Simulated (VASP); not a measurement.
Wanted: the native input for a VASP 6.6.1 run.

| Property | Result |
| --- | --- |
| Task | single point |
| Functional | LDA |
| Potentials or basis | VASP PAW LDA potentials, release 64 (In_d) |
| Cutoff | 520 eV |
| k mesh | 20 × 20 × 20 |
| Occupations | gaussian, width 0.15 eV |
| Spin | no spin polarisation |
| Dipole correction | no |
| Further INCAR settings | ALGO = Fast; EDIFF = 1e-06; NBANDS = 12 |

The structure of In lies in POSCAR:

```
In
1.0
   -2.0450751590      2.0450751590      1.5951586240
    2.0450751590     -2.0450751590      1.5951586240
    2.0450751590      2.0450751590     -1.5951586240
In
1
Direct
    0.0000000000      0.0000000000      0.0000000000
```

This cell differs from its parent crystal: ratio of the length along z to the lengths across it x 0.78, volume and fractional coordinates fixed.

These files were run (other wordings do the same):

INCAR

```
SYSTEM = In
ALGO = Fast ; EDIFF = 1E-6
ENCUT = 520 ; GGA = CA
ISIF = 2 ; ISMEAR = 0
LASPH = .True. ; LCHARG = .False.
LREAL = .False. ; LWAVE = .False.
NBANDS = 12 ; NELM = 100
PREC = Accurate ; SIGMA = 0.15
```

KPOINTS

```
k-points
0
Gamma
  20 20 20
  0 0 0
```

Potentials or basis: VASP PAW LDA potentials, release 64 (In_d).

Command:

```sh
$ cat potpaw_LDA.64/In_d/POTCAR > POTCAR
$ mpirun -np 1 vasp_std > vasp.out
```

It gave:

```yaml
Pressure: -2.7 GPa
```

Run time: 3 min on 1 thread of Intel(R) Xeon(R) Platinum 8488C (Sapphire Rapids) (shared host), peak memory 0.3 GiB.
